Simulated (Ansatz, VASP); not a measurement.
# BiS4 in VASP and in Ansatz

```
CELL_PARAMETERS angstrom
4.91484 0.00000 0.00000
0.00000 4.91484 0.00000
0.00000 0.00000 4.91484
ATOMIC_POSITIONS crystal
Bi 0.00000 0.00000 0.00000
S 0.30801 0.30801 0.30801
S 0.69199 0.69199 0.30801
S 0.30801 0.69199 0.69199
S 0.69199 0.30801 0.69199
```

Change from the starting cell: species swapped into the SnI4 type (P-43m, No. 215).

Alike in both runs: functional PBE; k mesh 4 × 4 × 4; occupations gaussian, width 0.1 eV; no spin polarisation.

Ansatz relaxed the structure, and its values are those at the end. VASP's run is a single point on that final structure, the one shown.

|  | VASP | Ansatz |
| --- | --- | --- |
| version | VASP 6.6.1 | Ansatz 0.2.0 |
| potentials or method | VASP PAW PBE potentials, release 64 (Bi_d, S), cutoff 520 eV | scalar-relativistic, plane waves, PAW |
| valence electrons in the cell | 39 | 39 |

Ansatz gave:

```
gap on the k mesh at the Fermi level (eV) : none
pressure (GPa)                            : -0.4
```

Problem. What did VASP give for the same quantities?

Solution. gap on the k mesh at the Fermi level (eV): none; pressure (GPa): -0.5.

A gap of «none» marks a metal or a gap that the smearing closes.

Neither program's run includes spin-orbit coupling.
